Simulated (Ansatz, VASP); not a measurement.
Two plane-wave programs on MnS

```
Mn S
1.0
     0.00000    2.42784    2.42784
     2.42784    0.00000    2.42784
     2.42784    2.42784    0.00000
Mn S
1 1
Direct
  0.00000 0.00000 0.00000
  0.50000 0.50000 0.50000
```

Alike in both runs: task single point; functional PBE; k mesh 12 × 12 × 12; occupations gaussian, width 0.05 eV; no spin polarisation.

|  | VASP | Ansatz |
| --- | --- | --- |
| version | VASP 6.6.1 | Ansatz 0.2.0 |
| potentials or method | VASP PAW PBE potentials, release 64 (Mn_pv, S), cutoff 500 eV | scalar-relativistic, plane waves, PAW |
| valence electrons in the cell | 19 | 21 |

```tsv
	VASP	Ansatz	Ansatz less VASP
gap on the k mesh at the Fermi level (eV)	none	none	-
pressure (GPa)	-12.4	-12.6	-0.16
```

A gap of «none» marks a metal or a gap that the smearing closes. The functional is the same, so the differences come from potentials, cutoffs and numerics. VASP's potentials hold 19 valence electrons a cell and Ansatz's 21, so a difference there can come from the potentials and not from the codes.
